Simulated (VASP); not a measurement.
A run of VASP 6.6.1 is set up as follows.

The input POSCAR:

```
SnO
1.0
    0.0000000000      2.5419975075      2.5419975075
    2.5419975075      0.0000000000      2.5419975075
    2.5419975075      2.5419975075      0.0000000000
Sn O
1 1
Direct
    0.0000000000      0.0000000000      0.0000000000
    0.5000000000      0.5000000000      0.5000000000
```

File INCAR.step1:

```
SYSTEM = SnO
PREC     = Accurate       ! precision mode
ENCUT    = 520            ! plane-wave cutoff, eV
ISMEAR   = -1             ! smearing method
SIGMA    = 0.1            ! smearing width, eV
LREAL    = .FALSE.        ! projectors in reciprocal space
LASPH    = .TRUE.         ! aspherical terms in the spheres
NELM     = 80             ! most SCF steps
NBANDS   = 17             ! bands
GGA      = PE             ! functional
ALGO     = Normal         ! electronic algorithm
EDIFF    = 1E-4           ! SCF threshold, eV
LWAVE    = .TRUE.         ! write WAVECAR
LCHARG   = .FALSE.        ! write CHGCAR
```

The input INCAR.step2:

```
SYSTEM = SnO
PREC     = Accurate       ! precision mode
ENCUT    = 520            ! plane-wave cutoff, eV
EDIFF    = 1E-6           ! SCF threshold, eV
ISMEAR   = -1             ! smearing method
SIGMA    = 0.1            ! smearing width, eV
LREAL    = .FALSE.        ! projectors in reciprocal space
LASPH    = .TRUE.         ! aspherical terms in the spheres
NELM     = 80             ! most SCF steps
ALGO     = Normal         ! electronic algorithm
ISIF     = 2              ! what is computed and relaxed
LWAVE    = .FALSE.        ! write WAVECAR
LCHARG   = .FALSE.        ! write CHGCAR
METAGGA  = R2SCAN         ! meta-GGA
LMIXTAU  = .TRUE.       
NBANDS   = 17             ! bands
ISTART   = 1
```

The input KPOINTS:

```
regular mesh
0
G
  12 12 12
  0 0 0
```

Potentials or basis: VASP PAW PBE potentials, release 64 (Sn_d, O).

Command:

```bash
$ cat potpaw_PBE.64/Sn_d/POTCAR potpaw_PBE.64/O/POTCAR > POTCAR
$ cp INCAR.step1 INCAR
$ mpirun -np 1 vasp_std > vasp.out
$ cp INCAR.step2 INCAR
$ mpirun -np 1 vasp_std > vasp.out
```

Q: Estimate the band gap on the k mesh.

A: 0.29 eV.

Q: What does it give for the pressure?

A: -0.2 GPa.

Caveat: the PAW data sets were made with another functional, which shifts forces and pressure a little; spin-orbit coupling is left out, which moves the levels of the heavy elements. A k mesh can miss the band edges.
